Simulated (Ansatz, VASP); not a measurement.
This is a calculation of Nb for Ansatz 0.2.0.

The input input.yaml:

```yaml
crystal:
  lattice:
    - [-1.446718, 1.600989, 1.624304]
    - [1.555977, -1.994454, 2.132455]
    - [1.264578, 1.79505, -2.005886]
  atoms:
    - { symbol: Nb, position: [-0.00222, -0.005499, 0.005361] }
kpoints:
  mp_grid: { grid: [12, 11, 13] }
scf:
  occupations: { method: fermi_dirac, width: 0.05 }
hamiltonian:
  xc: pbe
  pseudopotentials: { kind: all_electron, lapw: { basis_error: 0.001 } }
output:
  forces: true
  stress: true
  eigenvalues: true
  populations: true
```

Potentials or basis: all-electron LAPW, scalar-relativistic.

Command:

```console
$ ansatz run input.yaml --threads 1 --pin off --max-ram 3072MiB --backend cpu --events-out ev --progress --plain --runs-dir out
```

Question: Set up the same calculation for VASP 6.6.1. Potentials there: VASP PAW PBE potentials, release 64 (Nb_sv).

Answer: As run (the cutoff follows the program's own potentials):

The input INCAR:

```
SYSTEM = Nb
PREC = Accurate
ENCUT = 520
EDIFF = 1E-7
ISMEAR = -1
SIGMA = 0.05
LREAL = .False.
LASPH = .True.
NELM = 60
ALGO = Fast
ISIF = 2
LWAVE = .False.
LCHARG = .False.
GGA = PE
NBANDS = 12
```

Contents of KPOINTS:

```
Automatic mesh
0
Gamma
  12 11 13
  0 0 0
```

Contents of POSCAR:

```
Nb
1.0
   -1.4467180000      1.6009890000      1.6243040000
    1.5559770000     -1.9944540000      2.1324550000
    1.2645780000      1.7950500000     -2.0058860000
Nb
1
Direct
   -0.0022200000     -0.0054990000      0.0053610000
```

Potentials or basis: VASP PAW PBE potentials, release 64 (Nb_sv).

Command:

```bash
$ cat potpaw_PBE.64/Nb_sv/POTCAR > POTCAR
$ mpirun -np 1 vasp_std > vasp.out
```

Both were run:

|  | VASP | Ansatz | Ansatz less VASP |
| --- | --- | --- | --- |
| gap on the k mesh at the Fermi level (eV) | none | none | - |
| pressure (GPa) | 11.7 | 12.0 | +0.31 |
| traceless stress, the component that is largest in VASP (GPa) | 17.31 | 17.34 | +0.024 |

A gap of «none» marks a metal or a gap that the smearing closes. Ansatz ran all-electron here, and VASP with PAW potentials.
